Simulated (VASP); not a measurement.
## HfO2: single point with PBEsol

Crystal: HfO2.

```
Hf O
1.0
     3.21960    0.00000    0.00000
    -1.60980    2.78826    0.00000
     0.00000    0.00000    5.04218
Hf O
1 2
Cartesian
  0.0000 0.0000 0.0000
  0.0000 1.8588 0.9646
  1.6098 0.9294 4.0776
```

| Property | Result |
| --- | --- |
| Program | VASP 6.6.1 |
| Task | single point |
| Functional | PBEsol |
| Potentials or basis | VASP PAW PBE potentials, release 64 (Hf_pv, O) |
| Cutoff | 520 eV |
| k mesh | 12 × 12 × 6 |
| Occupations | gaussian, width 0.05 eV |
| Spin | no spin polarisation |
| Dipole correction | no |
| Further INCAR settings | ALGO = Normal; EDIFF = 1e-06; NBANDS = 18 |

| Quantity | Value |
| --- | --- |
| Pressure | -2.1 GPa |
| Largest force | 0.194 eV/Å |
| Band gap on the k mesh | 4.72 eV, indirect (least direct gap 4.99 eV) |

Forces on the atoms (eV/Å):
```
Hf   0.000  0.000  0.000
O    0.000  0.000 -0.194
O    0.000  0.000  0.194
```

Stress tensor (GPa, compression positive):
```
-2.54  0.00  0.00
 0.00 -2.54  0.00
 0.00  0.00 -1.32
```

Levels at points of the mesh, in eV from the valence-band top:
```csv
k point,band 9,band 10,band 11,band 12,band 13,band 14
"(0.00, 0.00, 0.00)",-0.30,-0.27,-0.27,5.14,5.14,5.27
"(0.50, 0.00, 0.00)",-1.45,-1.03,-0.66,4.72,5.98,7.22
"(0.00, 0.00, 0.50)",-1.12,-0.30,-0.30,5.10,5.10,6.13
"(0.50, 0.00, 0.50)",-1.28,-0.97,-0.29,4.92,6.22,7.21
```

It took 50 s on 1 thread of AMD EPYC 7R13 Processor (Zen 3) (shared host), peak memory 0.18 GiB.

Caveat: the PAW data sets were made with another functional, which shifts forces and pressure a little; spin-orbit coupling is left out, which moves the levels of the heavy elements. A k mesh can miss the band edges.
